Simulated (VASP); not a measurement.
Input of a VASP 6.6.1 run:

INCAR

```
PREC = Accurate
ENCUT = 520
EDIFF = 1E-7
ISMEAR = -1
SIGMA = 0.1
LREAL = False
LASPH = True
NELM = 80
ALGO = Normal
ISIF = 2
LWAVE = False
LCHARG = False
GGA = RE
NBANDS = 22
```

Contents of KPOINTS:

```
regular mesh
0
Gamma
  6 6 9
```

Contents of POSCAR:

```
Sr
1.0
    7.0461129573      0.0000000000      0.0000000000
   -3.5230564786      6.1021128189      0.0000000000
    0.0000000000      0.0000000000      4.2217704943
Sr
3
Direct
    0.0000000000      1.0000000000      0.0000000000
    0.3333333333      0.6666666667      0.5000000000
    0.6666666667      0.3333333333      0.5000000000
```

Potentials or basis: VASP PAW PBE potentials, release 64 (Sr_sv).

Launch:

```console
$ cat potpaw_PBE.64/Sr_sv/POTCAR > POTCAR
$ mpirun -np 1 vasp_std > vasp.out
```

Q: Predict the pressure.

A: -0.4 GPa.

Q: Estimate the band gap on the k mesh.

A: Zero (bands 15 and 16 overlap by 0.15 eV).

Caveat: the PAW data sets were made with another functional, which shifts forces and pressure a little.
